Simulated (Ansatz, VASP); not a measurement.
**One calculation of SrTiO3, two programs**

Contents of INCAR:

```
SYSTEM = SrTiO3
ALGO = Normal
EDIFF = 1E-8
ENCUT = 520
GGA = PS
ISIF = 2
ISMEAR = -1
LASPH = .True.
LCHARG = .False.
LEFG = .True.
LREAL = .False.
LWAVE = .False.
NBANDS = 28
NELM = 80
PREC = Accurate
SIGMA = 0.05
```

File KPOINTS:

```
k-points
0
Gamma
  7 7 7
  0 0 0
```

Contents of POSCAR:

```
SrTiO3
1.0
    3.8522232601      0.0000000000      0.0000000000
    0.0000000000      3.8522232601      0.0000000000
    0.0000000000      0.0000000000      3.8522232601
Sr Ti O
1 1 3
Direct
    0.0000000000      0.0000000000      0.0000000000
    0.5000000000      0.5000000000      0.5000000000
    0.0000000000      0.5000000000      0.5000000000
    0.5000000000      0.0000000000      0.5000000000
    0.5000000000      0.5000000000      0.0000000000
```

Input for Ansatz:

```yaml
crystal:
  lattice:
    - [3.8522232601, 0.0, 0.0]
    - [0.0, 3.8522232601, 0.0]
    - [0.0, 0.0, 3.8522232601]
  atoms:
    - { symbol: Sr, position: [0.0, 0.0, 0.0] }
    - { symbol: Ti, position: [0.5, 0.5, 0.5] }
    - { symbol: O, position: [0.0, 0.5, 0.5] }
    - { symbol: O, position: [0.5, 0.0, 0.5] }
    - { symbol: O, position: [0.5, 0.5, 0.0] }
kpoints:
  mp_grid: { grid: [7, 7, 7] }
scf:
  occupations: { method: fermi_dirac, width: 0.05 }
hamiltonian:
  xc: pbesol
  pseudopotentials: { kind: all_electron, datasets: crystal }
output:
  forces: true
  stress: true
  eigenvalues: true
  efg: { contact_densities: true }
```

Change from the starting cell: volume scaled by 0.96, crystal datasets.

Alike in both runs: task electric field gradients; functional PBEsol; k mesh 7 × 7 × 7; occupations fermi-dirac, width 0.05 eV; no spin polarisation.

```csv
,VASP,Ansatz
version,VASP 6.6.1,Ansatz 0.2.0
potentials or method,"VASP PAW PBE potentials, release 64 (Sr_sv, Ti_sv, O), cutoff 520 eV","all-electron PAW with datasets made for the crystal, scalar-relativistic"
```

```csv
,VASP,Ansatz,Ansatz less VASP
gap on the k mesh at the Fermi level (eV),1.94,1.97,+0.029
pressure (GPa),6.7,6.0,-0.78
size of Vzz on the site where it differs most (V/Å²),5.2,6.1,+0.98
```

VASP's potentials were made for PBE, not for PBEsol. Ansatz ran all-electron here, and VASP with PAW potentials.
